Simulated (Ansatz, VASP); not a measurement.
## Bi: VASP beside Ansatz

```
Bi
1.0
     0.00000    3.63084    3.63084
     3.63084    0.00000    3.63084
     3.63084    3.63084    0.00000
Bi
2
Direct
  0.00000 0.00000 0.00000
  0.25000 0.25000 0.25000
```

Alike in both runs: functional PBE; k mesh 4 × 4 × 4; occupations gaussian, width 0.1 eV; no spin polarisation.

Ansatz relaxed the structure, and its values are those at the end. VASP's run is a single point on that final structure, the one shown.

|  | VASP | Ansatz |
| --- | --- | --- |
| version | VASP 6.6.1 | Ansatz 0.2.0 |
| potentials or method | VASP PAW PBE potentials, release 64 (Bi_d), cutoff 520 eV | scalar-relativistic, plane waves, PAW |
| valence electrons in the cell | 30 | 30 |

```tsv
	VASP	Ansatz	Ansatz less VASP
gap on the k mesh at the Fermi level (eV)	none	none	-
pressure (GPa)	-0.2	-0.2	+0.05
```

A gap of «none» marks a metal or a gap that the smearing closes.

The k mesh is coarse, so the values compare programs but aren't converged. Spin-orbit coupling is off throughout.
